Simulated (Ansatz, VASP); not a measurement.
Two plane-wave programs on BaTiO3

```
Ba Ti O
1.0
     4.00600    0.00000    0.00000
     0.00000    4.00600    0.00000
     0.00000    0.00000    4.12618
Ba Ti O
1 1 3
Direct
  0.50000 0.50000 0.50000
  0.00000 0.00000 0.00000
  0.50000 0.00000 0.00000
  0.00000 0.50000 0.00000
  0.00000 0.00000 0.50000
```

Change from the starting cell: z stretched by +3 %, ions relaxed.

Alike in both runs: functional PBE; k mesh 8 × 8 × 8; occupations fermi-dirac, width 0.02 eV; no spin polarisation.

Ansatz relaxed the structure, and its values are those at the end. VASP's run is a single point on that final structure, the one shown.

```csv
,VASP,Ansatz
version,VASP 6.6.1,Ansatz 0.2.0
potentials or method,"VASP PAW PBE potentials, release 64 (Ba_sv, Ti_sv, O_h)","plane-wave PAW, scalar-relativistic"
plane-wave cutoff (eV),1340,420
valence electrons in the cell,40,40
```

Ansatz gave:

* gap on the k mesh at the Fermi level (eV): 1.68
* pressure (GPa): -2.9

Task: Estimate VASP's values.

Result: gap on the k mesh at the Fermi level (eV): 1.63; pressure (GPa): -1.5.

With one functional, cell and mesh, what is left measures potentials, basis and numerics. Ansatz's warnings: stress scf threshold loose.

Neither program's run includes spin-orbit coupling.
